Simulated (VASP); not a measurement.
# Si4C5 in VASP: single point with PBE

Aim: the single point of Si4C5 with PBE.

Everything below comes from runs of VASP 6.6.1. Logs are shortened: lines on timing, memory, paths and dates and some standing lists are left out, and cuts for length are marked.

**1. The cell of the first run**

The cell holds a slab with vacuum, 9 atoms: a = 3.092 Å, b = 5.074 Å, c = 18.969 Å, α = 90.00°, β = 90.00°, γ = 90.00°.

**2. Single point, PBE, collinear spin**

Contents of INCAR:

```
PREC     = Accurate       # precision mode
ENCUT    = 520            # plane-wave cutoff, eV
EDIFF    = 1E-6           # SCF threshold, eV
ISMEAR   = 0              # smearing method
SIGMA    = 0.05           # smearing width, eV
LREAL    = F              # projectors in reciprocal space
LASPH    = T              # aspherical terms in the spheres
NELM     = 150            # most SCF steps
ALGO     = Normal         # electronic algorithm
ISIF     = 2              # what is computed and relaxed
LWAVE    = F              # write WAVECAR
LCHARG   = F              # write CHGCAR
ISPIN    = 2              # spin polarisation
MAGMOM   = 0 0 0 0 0 0 0 0 2 # initial moments
LORBIT   = 11             # projections on sites
LDIPOL   = T            
IDIPOL   = 3            
DIPOL    = 0.5 0.5 0.320
GGA      = PE             # functional
NBANDS   = 32             # bands
```

Contents of KPOINTS:

```
Automatic mesh
0
Gamma
  9 5 1
```

Contents of POSCAR:

```
Si4C5
1.0
    3.0920147294      0.0000000000      0.0000000000
    0.0000000000      5.0738209150      0.0000000000
    0.0000000000      0.0000000000     18.9686857271
Si C
4 5
Direct
    0.0000000000      0.9954360478      0.2108738611
    0.5000000000      0.4954360478      0.2579297184
    0.5000000000      0.9936728437      0.3565277199
    0.0000000000      0.4650509218      0.3853429993
    0.0000000000      0.6195639522      0.2108738611
    0.5000000000      0.1195639522      0.2579297184
    0.5000000000      0.6250367736      0.3569005385
    0.0000000000      0.1238202484      0.3937376492
    0.3333333333      0.6238202484      0.4495563263
```

Potentials or basis: VASP PAW PBE potentials, release 64 (Si, C).

Command:

```
> cat potpaw_PBE.64/Si/POTCAR potpaw_PBE.64/C/POTCAR > POTCAR
> mpirun -np 1 vasp_std > vasp.out
```

OUTCAR:

```text
PREC = Accurate
   ENCUT = 520
   EDIFF = 1E-6
   ISMEAR = 0
   LREAL = F
   LASPH = T
   NELM = 150
   ISIF = 2
   ISPIN = 2
   LORBIT = 11
   GGA = PE

 ion  position               nearest neighbor table
   1  0.000  0.995  0.211-   6 1.89   6 1.89   5 1.91   2 3.10   2 3.10   2 3.10   2 3.10
   2  0.500  0.495  0.258-   5 1.89   5 1.89   6 1.91   7 1.99   4 2.87   4 2.87   1 3.10   1 3.10
                             1 3.10   1 3.10   3 3.14
   3  0.500  0.994  0.357-   8 1.82   8 1.82   7 1.87   6 1.98   4 2.90   4 2.90   4 3.14   4 3.14
                             2 3.14
   4  0.000  0.465  0.385-   8 1.74   9 1.79   7 1.83   7 1.83   9 2.53   2 2.87   2 2.87   3 2.90
                             3 2.90   3 3.14   3 3.14
   5  0.000  0.620  0.211-   2 1.89   2 1.89   1 1.91
   6  0.500  0.120  0.258-   1 1.89   1 1.89   2 1.91   3 1.98
   7  0.500  0.625  0.357-   4 1.83   4 1.83   9 1.83   3 1.87   2 1.99
   8  0.000  0.124  0.394-   4 1.74   3 1.82   3 1.82
   9  0.333  0.624  0.450-   4 1.79   7 1.83   4 2.53

  LATTYP: Found a simple orthorhombic cell.
 ALAT       =     3.0920147294
 B/A-ratio  =     1.6409433198
 C/A-ratio  =     6.1347333008

  Lattice vectors:

 A1 = (   3.0920147294,   0.0000000000,   0.0000000000)
 A2 = (   0.0000000000,   5.0738209150,   0.0000000000)
 A3 = (   0.0000000000,   0.0000000000,  18.9686857271)

Analysis of symmetry for initial positions (statically):
=====================================================================
 Subroutine PRICEL returns:
 Original cell was already a primitive cell.

 Routine SETGRP: Setting up the symmetry group for a
 simple orthorhombic supercell.

 Subroutine GETGRP returns: Found  1 space group operations
 (whereof  1 operations were pure point group operations)
 out of a pool of  8 trial point group operations.

The static configuration has the point symmetry C_1 .

Analysis of symmetry for dynamics (positions and initial velocities):
=====================================================================
 Subroutine PRICEL returns:
 Original cell was already a primitive cell.

 Routine SETGRP: Setting up the symmetry group for a
 simple orthorhombic supercell.

 Subroutine GETGRP returns: Found  1 space group operations
 (whereof  1 operations were pure point group operations)
 out of a pool of  8 trial point group operations.

The dynamic configuration has the point symmetry C_1 .

Analysis of structural, dynamic, and magnetic symmetry:
[... 176 lines left out ...]
 val. band max:       -1.4218360114   @ k =   0.1111   0.0000   0.0000
 cond. band min:      -1.3907219561   @ k =   0.3333   0.0000   0.0000
 fundamental gap:      0.0311140553
 Fermi energy:        -1.4098038190

 spin component 1

 k-point     1 :       0.0000    0.0000    0.0000
  band No.  band energies     occupation
      1     -17.8882      1.00000
      2     -15.6132      1.00000
      3     -13.8123      1.00000
      4     -12.2303      1.00000
      5     -11.5244      1.00000
      6     -10.6673      1.00000
[... 748 lines left out ...]
     29       5.8665      0.00000
     30       6.6920      0.00000
 Fermi energy:        -1.4098038190

 spin component 2

 k-point     1 :       0.0000    0.0000    0.0000
  band No.  band energies     occupation
      1     -17.8180      1.00000
      2     -15.5766      1.00000
      3     -13.8522      1.00000
      4     -12.1901      1.00000
      5     -11.3962      1.00000
      6     -10.6433      1.00000
[... 748 lines left out ...]
     29       5.8897      0.00000
     30       6.7219      0.00000
 [bands above 30 left out]

------------------------ aborting loop because EDIFF is reached ----------------------------------------

 vacuum level on the upper side and lower side of the slab       (xc-potential included)         0.800        -0.799

  FORCE on cell =-STRESS in cart. coord.  units (eV):
  Direction    XX          YY          ZZ          XY          YZ          ZX
  --------------------------------------------------------------------------------------
  -------------------------------------------------------------------------------------
  Total        6.2437642      1.7611441     -2.2656467      2.3840121      1.7622527      2.0046222
  in kB       33.6157763      9.4818163    -12.1980059     12.8352728      9.4877850     10.7926772
  external PRESSURE =      10.2998622 kB  Pullay stress =       0.0000000 kB

 VOLUME and BASIS-vectors are now :
 -----------------------------------------------------------------------------
  energy-cutoff  :      520.00
  volume of cell :      297.59
      direct lattice vectors                 reciprocal lattice vectors
     3.092014729  0.000000000  0.000000000     0.323413725  0.000000000  0.000000000
     0.000000000  5.073820915  0.000000000     0.000000000  0.197090125  0.000000000
     0.000000000  0.000000000 18.968685727     0.000000000  0.000000000  0.052718465

 POSITION                                       TOTAL-FORCE (eV/Angst)
 -----------------------------------------------------------------------------------
      0.00000      5.05066      4.00000        -0.041264     -2.032109      1.917516
      1.54601      2.51375      4.89259        -0.248582      0.694780     -2.782060
      1.54601      5.04172      6.76286        -0.009941      0.086123      0.237500
      0.00000      2.35959      7.30945        -1.714286      0.023151      1.484286
      0.00000      3.14356      4.00000        -0.069787      1.102369      1.493819
      1.54601      0.60665      4.89259         0.135770      0.258853     -0.938933
      1.54601      3.17132      6.76993         0.522406      0.234154     -0.563301
      0.00000      0.62824      7.46869         0.090208     -1.521287     -0.866549
      1.03067      3.16515      8.52749         1.335476      1.153966      0.017723
 -----------------------------------------------------------------------------------
    total drift:                               -0.000012     -0.000133     -0.000022

  FREE ENERGIE OF THE ION-ELECTRON SYSTEM (eV)
  ---------------------------------------------------
  free  energy   TOTEN  =       -58.9027622818 eV

  energy  without entropy=      -58.9001028173  energy(sigma->0) =      -58.90143255

 vacuum level on the upper side and lower side of the slab         5.160         3.515

 total charge

# of ion       s       p       d       tot
------------------------------------------
    1        0.751   0.864   0.000   1.614
    2        0.711   0.907   0.000   1.619
    3        0.713   0.954   0.000   1.666
    4        0.731   1.076   0.000   1.808
    5        0.855   1.532   0.000   2.387
    6        0.857   1.623   0.000   2.480
    7        0.860   1.699   0.000   2.559
    8        0.871   1.649   0.000   2.520
    9        1.016   1.174   0.000   2.190
--------------------------------------------------
tot          7.365  11.478   0.000  18.842

 magnetization (x)

# of ion       s       p       d       tot
------------------------------------------
    1        0.005   0.012   0.000   0.017
    2        0.000  -0.001   0.000  -0.000
    3        0.003   0.001   0.000   0.004
    4        0.009   0.007   0.000   0.015
    5       -0.000  -0.005   0.000  -0.006
    6        0.000  -0.008   0.000  -0.008
    7        0.001   0.011   0.000   0.012
    8       -0.006  -0.052   0.000  -0.058
    9        0.009   0.164   0.000   0.174
--------------------------------------------------
tot          0.021   0.130   0.000   0.150
```

OSZICAR:

```text
N       E                     dE             d eps       ncg     rms          rms(c)
DAV:   1     0.211277231867E+03    0.21128E+03   -0.13398E+04  2944   0.873E+02
DAV:   2    -0.355604424719E+02   -0.24684E+03   -0.23309E+03  4160   0.192E+02
DAV:   3    -0.653659650439E+02   -0.29806E+02   -0.29162E+02  3800   0.649E+01
[... 22 lines left out ...]
DAV:  26    -0.589027367389E+02   -0.17865E-04   -0.81445E-06  3696   0.831E-03    0.183E-03
DAV:  27    -0.589027515790E+02   -0.14840E-04   -0.43270E-06  3472   0.571E-03    0.885E-04
DAV:  28    -0.589027608368E+02   -0.92578E-05   -0.19428E-06  3304   0.419E-03    0.660E-04
DAV:  29    -0.589027618520E+02   -0.10152E-05   -0.18107E-07  3064   0.191E-03    0.474E-04
DAV:  30    -0.589027622818E+02   -0.42981E-06   -0.92138E-08  2896   0.117E-03
   1 F= -.58902762E+02 E0= -.58901433E+02  d E =-.265946E-02  mag=     0.3001
```

stdout:

```text
POSCAR found type information on POSCAR SiC
 POSCAR found :  2 types and       9 ions
 scaLAPACK will be used
 LDA part: xc-table for (Slater+PW92), standard interpolation
 POSCAR, INCAR and KPOINTS ok, starting setup
 FFT: planning ... GRIDC
 FFT: planning ... GRID_SOFT
 FFT: planning ... GRID
 WAVECAR not read
 entering main loop
```

Wall time 9 min (1 thread of Intel Xeon Platinum 8488C (Sapphire Rapids), shared host); peak memory 0.63 GiB.

Results:

| Property | Result |
| --- | --- |
| Free energy | -58.9028 eV |
| Largest force | 2.878 eV/Å |
| Net moment | 0.30 μB per cell |
| Site moments | Si +0.02, -0.00, +0.00, +0.01; C -0.01, +0.01, -0.06, +0.17 μB |
| Valence electrons inside the program's atomic spheres | Si 1.61, 1.62, 1.67, 1.81; C 2.39, 2.48, 2.56, 2.52, 2.19 |

Forces on the atoms (eV/Å):
```
Si  -0.041 -2.032  1.918
Si  -0.249  0.695 -2.782
Si  -0.010  0.086  0.237
Si  -1.714  0.023  1.484
C   -0.070  1.102  1.494
C    0.136  0.259 -0.939
C    0.522  0.234 -0.563
C    0.090 -1.521 -0.867
C    1.335  1.154  0.018
```
